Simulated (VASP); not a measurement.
Write the native input for VASP 6.6.1 that does the following.

| Property | Result |
| --- | --- |
| Task | single point |
| Functional | PBE |
| Potentials or basis | VASP PAW PBE potentials, release 64 (Co, Si, Ni) |
| Cutoff | 520 eV |
| k mesh | 4 × 4 × 4 |
| Occupations | gaussian, width 0.2 eV |
| Spin | no spin polarisation |
| Dipole correction | no |
| Further INCAR settings | ALGO = Normal; EDIFF = 1e-06; NBANDS = 46 |

The structure of Co3Si8Ni lies in POSCAR:

```
Co3Si8Ni
1.0
    5.3691524261      0.0003469555      0.0001561682
    0.0001669891      5.3782513295     -0.0003386295
    0.0001655472     -0.0005357955      5.3663264393
Co Si Ni
3 8 1
Direct
    0.5000091403     -0.0000031977      0.5000018185
    0.4999907555      0.5000038749      0.0000049998
    0.0000152875      0.4999912465      0.4999949165
    0.7480766634      0.2519967441      0.7480039607
    0.2520232982      0.2519755954      0.2519422591
    0.7480847672      0.7479638693      0.2519357448
    0.2520009492      0.7480067885      0.7480220466
    0.2519154324      0.7480290488      0.2519889890
    0.7479854877      0.7480098706      0.7480698509
    0.2519175197      0.2520197326      0.7480583125
    0.7479896911      0.2520001396      0.2519852136
   -0.0000089923      0.0000062873     -0.0000081121
```

One way to write it, as run:

INCAR

```
ALGO = Normal ; EDIFF = 1E-6
ENCUT = 520 ; GGA = PE
ISIF = 2 ; ISMEAR = 0
LASPH = T ; LCHARG = F
LREAL = F ; LWAVE = F
NBANDS = 46 ; NELM = 60
PREC = Accurate ; SIGMA = 0.2
```

KPOINTS

```
k-points
0
Gamma
  4 4 4
```

Potentials or basis: VASP PAW PBE potentials, release 64 (Co, Si, Ni).

Command:

```console
$ cat potpaw_PBE.64/Co/POTCAR potpaw_PBE.64/Si/POTCAR potpaw_PBE.64/Ni/POTCAR > POTCAR
$ mpirun -np 1 vasp_std > vasp.out
```

It gave:

```yaml
Pressure: -0.2 GPa
Largest_force: 0.009 eV/Å
Band_gap_on_the_k_mesh: zero (an odd number of electrons rules out a gap without spin polarisation)
```

Caveat: the run has no spin polarisation, though such a crystal can be magnetic.

Wall time 9.6 min on 1 thread of AMD EPYC 7R13, with other jobs on the host, peak memory 0.36 GiB.
